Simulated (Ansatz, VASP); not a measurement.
**SiO2: VASP beside Ansatz**

INCAR

```
SYSTEM = SiO2
PREC     = Accurate       ! precision mode
ENCUT    = 600            ! plane-wave cutoff, eV
EDIFF    = 1E-6           ! SCF threshold, eV
ISMEAR   = 0              ! smearing method
SIGMA    = 0.1            ! smearing width, eV
LREAL    = .FALSE.        ! projectors in reciprocal space
LASPH    = .TRUE.         ! aspherical terms in the spheres
NELM     = 100            ! most SCF steps
ALGO     = Normal         ! electronic algorithm
ISIF     = 3              ! what is computed and relaxed
LWAVE    = .FALSE.        ! write WAVECAR
LCHARG   = .FALSE.        ! write CHGCAR
GGA      = PE             ! functional
IBRION   = 2              ! ionic algorithm
NSW      = 90             ! ionic steps
EDIFFG   = -0.04          ! ionic threshold
```

Contents of KPOINTS:

```
Automatic mesh
0
G
  4 4 6
  0 0 0
```

File POSCAR:

```
SiO2
1.0
    4.1039701600      0.0000000000      0.0000000000
    0.0000000000      4.1039701600      0.0000000000
    0.0000000000      0.0000000000      2.7587717400
Si O
2 4
Direct
    0.5000000000      0.0000000000      0.7476687700
    0.0000000000      0.5000000000      0.2523312300
    0.8549012600      0.3549012600      0.6256704000
    0.6450987400      0.8549012600      0.3743296000
    0.1450987400      0.6450987400      0.6256704000
    0.3549012600      0.1450987400      0.3743296000
```

Input for Ansatz:

```yaml
crystal:
  lattice:
    - [4.10397016, 0.0, 0.0]
    - [0.0, 4.10397016, 0.0]
    - [0.0, 0.0, 2.75877174]
  atoms:
    - { symbol: Si, position: [0.5, 0.0, 0.74766877] }
    - { symbol: Si, position: [0.0, 0.5, 0.25233123] }
    - { symbol: O, position: [0.85490126, 0.35490126, 0.6256704] }
    - { symbol: O, position: [0.64509874, 0.85490126, 0.3743296] }
    - { symbol: O, position: [0.14509874, 0.64509874, 0.6256704] }
    - { symbol: O, position: [0.35490126, 0.14509874, 0.3743296] }
basis:
  ecutwfc: 420
kpoints:
  mp_grid: { grid: [4, 4, 6] }
hamiltonian:
  xc: pbe
scf:
  occupations: { method: gaussian, width: 0.1 }
  lower_state_search: "off"
output:
  forces: true
  stress: true
  eigenvalues: true
relax:
  adjacent_minimum: "off"
  f_tol: 0.04
  max_steps: 70
  cell: { stress_tol: 0.4 }
```

Alike in both runs: task relaxation of cell and atoms; functional PBE; k mesh 4 × 4 × 6; occupations gaussian, width 0.1 eV; no spin polarisation.

```csv
,VASP,Ansatz
version,VASP 6.6.1,Ansatz 0.2.0
potentials or method,"VASP PAW PBE potentials, release 64 (Si, O), cutoff 600 eV","scalar-relativistic, plane waves, PAW"
valence electrons in the cell,32,32
```

|  | VASP | Ansatz | Ansatz less VASP |
| --- | --- | --- | --- |
| gap on the k mesh at the Fermi level, each at its own relaxed structure (eV) | 5.00 | 5.04 | +0.041 |
| relaxed volume (Å³/atom) | 8.05 | 8.04 | -0.005 |
| relaxed cell length with the largest relative difference (Å) | 2.694 | 2.691 | -0.0032 |
